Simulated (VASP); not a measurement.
# Be2Si (P1) in VASP: a series of runs, part 2 of 2

VASP 6.6.1. The steps go on from the part before.

## (4) Single point, PBEsol

This run uses another cell than the first one, of 12.24 Å³/atom, 1.004 times its volume.

Contents of INCAR:

```
SYSTEM = Be2Si
PREC = Accurate
ENCUT = 520
EDIFF = 1E-6
ISMEAR = -1
SIGMA = 0.19
LREAL = Auto
LASPH = .True.
NELM = 60
ALGO = Normal
ISIF = 2
LWAVE = .False.
LCHARG = .False.
GGA = PS
NBANDS = 50
```

Contents of KPOINTS:

```
regular mesh
0
Gamma
  2 2 2
  0 0 0
```

Contents of POSCAR:

```
Be2Si
1.0
    0.0000000000      5.2756610000      5.2756610000
    5.2756610000      0.0000000000      5.2756610000
    5.2756610000      5.2756610000      0.0000000000
Si Be
8 16
Direct
    0.0134003114      0.0011881923      0.0019219393
   -0.0177509510      0.0090282526      0.5050849552
    0.0145877455      0.4941420611     -0.0001558099
   -0.0037505253      0.4817497751      0.4962501381
    0.5100552329     -0.0133104648     -0.0037416165
    0.4981801333      0.0050703599      0.4998411573
    0.4889939858      0.5167982742     -0.0037243674
    0.4807118956      0.5060814180      0.5140061122
    0.1006402800      0.1446114525      0.1313939618
    0.4015043802      0.3578144995      0.4008908078
    0.1191273473      0.1279423564      0.6084303938
    0.3577384900      0.3917556492      0.8854369149
    0.1140005963      0.6145981518      0.1575003587
    0.3509855921      0.8564411170      0.3805985639
    0.0787553446      0.6735519018      0.6373498032
    0.4111127497      0.8835176294      0.8603034767
    0.6288895363      0.1204374201      0.1186478813
    0.8969209735      0.3727030603      0.3667860767
    0.6466686355      0.0666042606      0.6187576306
    0.8697874067      0.3990818402      0.8591117777
    0.6386000731      0.6091313487      0.1347509819
    0.8807753190      0.8843815021      0.3715051062
    0.6266419506      0.6387784393      0.6153565402
    0.8668787665      0.8927339152      0.8541364769
```

Potentials or basis: VASP PAW PBE potentials, release 64 (Si, Be).

Launch:

```
$ cat potpaw_PBE.64/Si/POTCAR potpaw_PBE.64/Be/POTCAR > POTCAR
$ mpirun -np 1 vasp_std > vasp.out
```

OUTCAR:

```text
SYSTEM = Be2Si
   PREC = Accurate
   ENCUT = 520
   EDIFF = 1E-6
   ISMEAR = -1
   LREAL = Auto
   LASPH = .True.
   NELM = 60
   ISIF = 2
   GGA = PS

 ion  position               nearest neighbor table
   1  0.013  0.001  0.002-   9 2.20  22 2.25  17 2.35  13 2.36  11 2.41  16 2.42  20 2.43  24 2.46

   2  0.982  0.009  0.505-  15 2.05  19 2.08  24 2.13  11 2.19  22 2.19  18 2.23  14 2.26   9 2.28

   3  0.015  0.494  1.000-  12 2.09   9 2.14  18 2.24  15 2.25  21 2.29  13 2.31  20 2.33  24 2.43
[... 11 lines left out ...]
   9  0.101  0.145  0.131-   3 2.14   1 2.20   2 2.28   5 2.50
  10  0.402  0.358  0.401-   8 2.09   6 2.16   7 2.48   4 2.49
  11  0.119  0.128  0.608-   4 2.16   2 2.19   6 2.31   1 2.41
  12  0.358  0.392  0.885-   3 2.09   7 2.24   8 2.26   5 2.47
  13  0.114  0.615  0.158-   4 2.07   7 2.30   3 2.31   1 2.36
  14  0.351  0.856  0.381-   8 2.14   2 2.26   5 2.35   6 2.53
  15  0.079  0.674  0.637-   2 2.05   3 2.25  24 2.30   8 2.46   4 2.56
  16  0.411  0.884  0.860-   5 2.06   6 2.21  19 2.23   7 2.25   1 2.42
  17  0.629  0.120  0.119-   5 2.28   6 2.32   1 2.35   7 2.42
  18  0.897  0.373  0.367-   4 2.06   2 2.23   3 2.24   8 2.54
  19  0.647  0.067  0.619-   6 2.03   2 2.08  16 2.23  22 2.28   5 2.32   8 2.69
  20  0.870  0.399  0.859-   4 2.23   7 2.32   3 2.33   1 2.43
  21  0.639  0.609  0.135-   3 2.29   5 2.30   8 2.32   7 2.33
  22  0.881  0.884  0.372-   2 2.19   1 2.25  19 2.28   6 2.33   4 2.46
  23  0.627  0.639  0.615-   6 2.23   4 2.26   8 2.32   7 2.32
  24  0.867  0.893  0.854-   2 2.13   5 2.18  15 2.30   3 2.43   1 2.46

  LATTYP: Found a face centered cubic cell.
 ALAT       =    10.5513220000

  Lattice vectors:

 A1 = (   0.0000000000,   5.2756610000,   5.2756610000)
 A2 = (   5.2756610000,   0.0000000000,   5.2756610000)
 A3 = (   5.2756610000,   5.2756610000,   0.0000000000)

Analysis of symmetry for initial positions (statically):
=====================================================================
 Subroutine PRICEL returns:
 Original cell was already a primitive cell.

 Routine SETGRP: Setting up the symmetry group for a
 face centered cubic supercell.

 Subroutine GETGRP returns: Found  1 space group operations
 (whereof  1 operations were pure point group operations)
 out of a pool of 48 trial point group operations.

The static configuration has the point symmetry C_1 .

Analysis of symmetry for dynamics (positions and initial velocities):
=====================================================================
 Subroutine PRICEL returns:
 Original cell was already a primitive cell.

 Routine SETGRP: Setting up the symmetry group for a
 face centered cubic supercell.

 Subroutine GETGRP returns: Found  1 space group operations
 (whereof  1 operations were pure point group operations)
 out of a pool of 48 trial point group operations.

The dynamic configuration has the point symmetry C_1 .

 Subroutine INISYM returns: Found  1 space group operations
 (whereof  1 operations are pure point group operations),
 and found     1 'primitive' translations

----------------------------------------------------------------------------------------

                                     Primitive cell

  volume of cell :     293.6707

[... 92 lines left out ...]
  0.000000  0.000000  0.500000      1.000000
  0.500000  0.500000  0.500000      1.000000
  0.500000  0.500000  0.000000      1.000000
  0.000000  0.500000  0.500000      1.000000
  0.500000  0.000000  0.500000      1.000000
   k-points           NKPTS =      8   k-points in BZ     NKDIM =      8   number of bands    NBANDS=     50
   number of dos      NEDOS =    301   number of ions     NIONS =     24
   total plane-waves  NPLWV = 175616
   dimension x,y,z NGX =    56 NGY =   56 NGZ =   56
   dimension x,y,z NGXF=   112 NGYF=  112 NGZF=  112
   ions per type =               8  16
   NGX,Y,Z   is equivalent  to a cutoff of  12.48, 12.48, 12.48 a.u.
   NGXF,Y,Z  is equivalent  to a cutoff of  24.96, 24.96, 24.96 a.u.
 SYSTEM =  Be2Si
   PREC   = accura    normal or accurate (medium, high low for compatibility)
   ISTART =      0    job   : 0-new  1-cont  2-samecut
   ICHARG =      2    charge: 1-file 2-atom 10-const
   ISPIN  =      1    spin polarized calculation?
   LNONCOLLINEAR =      F non collinear calculations
   LSORBIT =      F    spin-orbit coupling
   LASPH  =      T    aspherical Exc in radial PAW
   ENCUT  =  520.0 eV  38.22 Ry    6.18 a.u.  13.87 13.87 13.87*2*pi/ulx,y,z
   NELM   =     60;   NELMIN=  2; NELMDL= -5     # of ELM steps
   EDIFF  = 0.1E-05   stopping-criterion for ELM
   LREAL  =      T    real-space projection
   EDIFFG = 0.1E-04   stopping-criterion for IOM
   NSW    =      0    number of steps for IOM
   IBRION =     -1    ionic relax: 0-MD 1-quasi-New 2-CG
   NFREE  =      0    steps in history (QN), initial steepest desc. (CG)
   ISIF   =      2    stress and relaxation
   ISYM   =      2    0-nonsym 1-usesym 2-fastsym
   POTIM  = 0.5000    time-step for ionic-motion
   TEBEG  =    0.0;   TEEND  =   0.0 temperature during run
   PSTRESS=    0.0 pullay stress
   NELECT =      64.0000    total number of electrons
   NUPDOWN=      -1.0000    fix difference up-down
   EMIN   =  10.00;   EMAX   =-10.00  energy-range for DOS
   EFERMI =   0.00;   METHOD = LEGACY
   ISMEAR =    -1;   SIGMA  =   0.19  broadening in eV -4-tet -1-fermi 0-gaus
   EFERMI_NEDOS =   21; number of points for ismear=-14 and -15
   IALGO  =     38    algorithm
   IMIX   =      4    mixing-type and parameters
     AMIX     =   0.40;   BMIX     =  1.00
     AMIX_MAG =   1.60;   BMIX_MAG =  1.00
  volume/ion in A,a.u.               =      12.24        82.57
  Fermi-wavevector in a.u.,A,eV,Ry     =   0.985178  1.861716 13.205478  0.970575
  Thomas-Fermi vector in A             =   2.116466
   LORBIT       =      0    0 simple, 1 ext, 2 COOP (PROOUT), +10 PAW based schemes
   GGA     = PS    functional components
   LHFCALC =     F    Hartree Fock is set to
   AEXX    =    0.0000 exact exchange contribution
   IVDW    =     0    specifies the selected vdW correction
   LEPSILON=     F    determine dielectric tensor
   LRPA    =     F    only Hartree local field effects (RPA)
 non-spin polarized calculation
  energy-cutoff  :      520.00
  volume of cell :      293.67
 maximum number of plane-waves:      7954
 NGX is ok and might be reduce to    56
   NGX = 27   NGY = 27   NGZ = 27

 number of electron      64.0000000 magnetization

 Free energy of the ion-electron system (eV)
  ---------------------------------------------------
  ext. energy  EPLUGINS =         0.00000000
  ---------------------------------------------------
  free energy    TOTEN  =      -100.89018343 eV

  energy without entropy =     -100.28454768  energy(sigma->0) =     -100.58736555

 E-fermi :   6.3580     XC(G=0): -10.0200

 val. band max:        6.2755437671   @ k =   0.0000   0.0000   0.0000
 cond. band min:       6.3632433870   @ k =   0.0000   0.0000   0.0000
 fundamental gap:      0.0876996198
 Fermi energy:         6.3579637664

 k-point     1 :       0.0000    0.0000    0.0000
  band No.  band energies     occupation
      1      -5.4729      2.00000
      2      -3.3825      2.00000
      3      -3.2128      2.00000
      4      -3.0255      2.00000
      5      -2.6393      2.00000
      6      -2.2170      2.00000
[... 365 lines left out ...]
     43       9.5998      0.00000
     44       9.6315      0.00000
 [bands above 44 left out]

------------------------ aborting loop because EDIFF is reached ----------------------------------------

  FORCE on cell =-STRESS in cart. coord.  units (eV):
  Direction    XX          YY          ZZ          XY          YZ          ZX
  --------------------------------------------------------------------------------------
  -------------------------------------------------------------------------------------
  Total        4.2550254      4.6202836      5.7350474      2.3470488      0.4904339      3.4690053
  in kB       23.2141134     25.2068503     31.2886592     12.8047785      2.6756570     18.9258290
  external PRESSURE =      26.5698743 kB  Pullay stress =       0.0000000 kB

 VOLUME and BASIS-vectors are now :
 -----------------------------------------------------------------------------
  energy-cutoff  :      520.00
  volume of cell :      293.67
      direct lattice vectors                 reciprocal lattice vectors
     0.000000000  5.275661000  5.275661000    -0.094774854  0.094774854  0.094774854
     5.275661000  0.000000000  5.275661000     0.094774854 -0.094774854  0.094774854
     5.275661000  5.275661000  0.000000000     0.094774854  0.094774854 -0.094774854

 POSITION                                       TOTAL-FORCE (eV/Angst)
 -----------------------------------------------------------------------------------
      0.01641      0.08084      0.07696        -0.699275     -0.687436     -0.096648
      2.71229      7.84667      5.22964        -0.347041     -0.568048      1.770055
      7.88176      5.35180      2.68389         1.151963     -1.470211     -0.030847
      5.15960      7.87392      7.79742         2.022224      1.408478      1.204726
     10.46136      7.94680      7.89632         1.627831      0.256766      0.385122
      2.66374      5.26522      2.65498        -1.668266     -1.568551     -1.077430
[... 16 lines left out ...]
      6.61639      6.55236      6.67593        -0.145673      0.155621     -0.666792
      9.21590      9.07949      9.28312         0.666048      1.350632     -0.149904
 -----------------------------------------------------------------------------------
    total drift:                               -0.001279      0.000627      0.003094

  FREE ENERGIE OF THE ION-ELECTRON SYSTEM (eV)
  ---------------------------------------------------
  free  energy   TOTEN  =      -100.8901834343 eV

  energy  without entropy=     -100.2845476751  energy(sigma->0) =     -100.58736555
```

Run time: 5.7 min. Hardware: 1 thread of Intel Xeon 6975P-C, shared host; peak memory 0.43 GiB.

What came out:

* Free energy: -100.8902 eV
* Pressure: 2.7 GPa
* Largest force: 2.743 eV/Å

Forces on the atoms (eV/Å):
```
Si  -0.699 -0.687 -0.097
Si  -0.347 -0.568  1.770
Si   1.152 -1.470 -0.031
Si   2.022  1.408  1.205
Si   1.628  0.257  0.385
Si  -1.668 -1.569 -1.077
Si  -0.086  0.912 -0.258
Si   0.090  1.096  0.166
Be  -0.792  0.644  0.172
Be  -0.522 -1.459 -0.206
Be   0.267  0.994 -0.144
Be  -0.762  1.013  0.393
Be  -0.607 -0.823  1.126
Be   0.337 -0.083  0.885
Be  -1.737  1.060 -0.801
Be  -0.383 -0.849 -1.306
Be   0.043 -0.188  0.480
Be  -0.103 -1.176 -0.709
Be   2.008  0.171  0.258
Be   0.081  0.381 -0.517
Be   0.239 -0.198 -0.313
Be  -0.681 -0.375 -0.566
Be  -0.146  0.156 -0.667
Be   0.666  1.351 -0.150
```

Caveat: the k points lie up to 0.52 Å⁻¹ apart; the PAW data sets were made with another functional, which shifts forces and pressure a little.

## (5) Single point, PBE

This run uses another cell than the first one, of 12.35 Å³/atom, 1.013 times its volume.

Contents of INCAR:

```
  ALGO = Normal
  EDIFF = 1E-6
  ENCUT = 520
  GGA = PE
  ISIF = 2
  ISMEAR = -1
  LASPH = T
  LCHARG = F
  LREAL = Auto
  LWAVE = F
  NBANDS = 50
  NELM = 80
  PREC = Accurate
  SIGMA = 0.039
```

Contents of KPOINTS:

```
k-points
0
Gamma
  2 2 2
```

Contents of POSCAR:

```
Be2Si
1.0
    0.0000000000      5.2919080000      5.2919080000
    5.2919080000      0.0000000000      5.2919080000
    5.2919080000      5.2919080000      0.0000000000
Si Be
8 16
Direct
    0.0013267426     -0.0054065566      0.0026969479
   -0.0043508882      0.0052741847      0.4962084564
   -0.0085527753      0.5052080459      0.0089256087
    0.0040364458      0.4988723349      0.4985129182
    0.4986964059      0.0019438169      0.0089953378
    0.5059437919      0.0012991533      0.4959831123
    0.5054075959      0.4882631180      0.0003844549
    0.5013803150      0.4993810361      0.4999908351
    0.1360508346      0.1117864294      0.1075255843
    0.3743068663      0.3918561131      0.3625390880
    0.1230852842      0.1290305878      0.6383744767
    0.3568196953      0.3882858508      0.8594070418
    0.1284618894      0.6141653445      0.1286584158
    0.3813169088      0.8771830500      0.3675732836
    0.1196841479      0.6295754764      0.6260359213
    0.3787677337      0.8720661810      0.8764549573
    0.6226722007      0.1136340617      0.1262312194
    0.8735132961      0.3794198614      0.3725556075
    0.6395685639      0.1170575906      0.6146497634
    0.8755950595      0.3700403522      0.8796741175
    0.6069129509      0.6225481433      0.1455396617
    0.8759232965      0.8888985787      0.3724874847
    0.6177694321      0.6247330830      0.6261745291
    0.8836512275      0.8820773150      0.8524091878
```

Launch:

```
$ cat potpaw_PBE.64/Si/POTCAR potpaw_PBE.64/Be/POTCAR > POTCAR
$ mpirun -np 1 vasp_std > vasp.out
```

Wall time 5.9 min (1 thread of Intel Xeon 6975P-C, shared host); peak memory 0.43 GiB.

It converged, with:

```
Free energy            : -96.2176 eV
Pressure               : 0.4 GPa
Largest force          : 1.427 eV/Å
Band gap on the k mesh : 0.20 eV
```

Forces in eV/Å, atoms in the order of the input:
```
Si  -0.380 -0.172 -0.424
Si  -0.455  0.492  1.208
Si  -0.463 -0.573 -0.219
Si   0.554 -0.135 -0.155
Si  -1.164 -0.791  0.237
Si   0.405 -0.172 -0.397
Si  -0.013 -0.490  0.177
Si   0.164  0.031 -0.363
Be   0.808  0.019  0.276
Be  -0.122  0.239 -0.408
Be  -0.423 -0.211  0.074
Be   0.188  0.692 -0.165
Be  -0.038  0.064  0.230
Be   0.313  0.253 -0.246
Be   0.117  0.099 -0.064
Be  -0.103  0.078  0.009
Be   0.348  0.351  0.490
Be   0.255  0.235 -0.020
Be   0.555 -0.095 -0.276
Be  -0.151  0.026  0.177
Be  -0.526 -0.425  0.450
Be  -0.396 -0.019 -0.475
Be   0.052  0.188  0.302
Be   0.474  0.314 -0.418
```

Stress tensor (GPa, compression positive):
```
 0.34  1.39 -0.84
 1.39  0.49  0.17
-0.84  0.17  0.41
```

Levels at points of the mesh, in eV from the valence-band top:
```
           k point  band 29  band 30  band 31  band 32  band 33  band 34  band 35  band 36
(0.00, 0.00, 0.00)    -0.89    -0.06    -0.03     0.00     0.43     0.47     0.52     0.67
(0.50, 0.00, 0.00)    -0.88    -0.85    -0.64    -0.54     0.65     0.70     0.75     0.79
(0.00, 0.50, 0.00)    -0.90    -0.75    -0.73    -0.53     0.61     0.69     0.72     0.73
(0.00, 0.00, 0.50)    -0.97    -0.72    -0.63    -0.57     0.68     0.75     0.76     0.78
(0.50, 0.50, 0.50)    -0.95    -0.84    -0.57    -0.53     0.60     0.71     0.75     0.80
(0.50, 0.50, 0.00)    -1.67    -1.52    -1.49    -1.33     0.20     0.34     1.54     1.68
(0.00, 0.50, 0.50)    -1.59    -1.54    -1.50    -1.37     0.22     0.32     1.58     1.66
(0.50, 0.00, 0.50)    -1.63    -1.59    -1.47    -1.28     0.23     0.30     1.57     1.66
```

Caveat: the k points lie up to 0.51 Å⁻¹ apart; forces of over 1 eV/Å act on the atoms, so gaps and moduli don't describe the material at rest.

## (6) Summary

| level | cell | smearing | gap on the mesh (eV) | pressure (GPa) | largest force (eV/Å) |
| --- | --- | --- | --- | --- | --- |
| PBEsol | a = 7.451 Å, angles 60.0°, 24 atoms | fermi-dirac 0.19 eV | 0.09 | 4.8 | 3.28 |
| PBEsol | a = 7.440 Å, angles 60.0°, 24 atoms | fermi-dirac 0.19 eV | 0.15 | 2.6 | 3.36 |
| PBEsol | a = 7.461 Å, angles 60.0°, 24 atoms | fermi-dirac 0.19 eV | - | 2.7 | 2.74 |
| PBE | a = 7.484 Å, angles 60.0°, 24 atoms | fermi-dirac 0.039 eV | 0.20 | 0.4 | 1.43 |

Alike in all rows: task single point; potentials or basis VASP PAW PBE potentials, release 64 (Si, Be); no spin polarisation; k mesh 2 × 2 × 2; cutoff (eV) 520.

Caveats: all runs use coarse meshes; the PAW data sets were made with another functional, which shifts forces and pressure a little (some runs); forces of over 1 eV/Å act on the atoms, so gaps and moduli don't describe the material at rest (some runs).

Absolute energies hang on the potentials; compare differences alone.
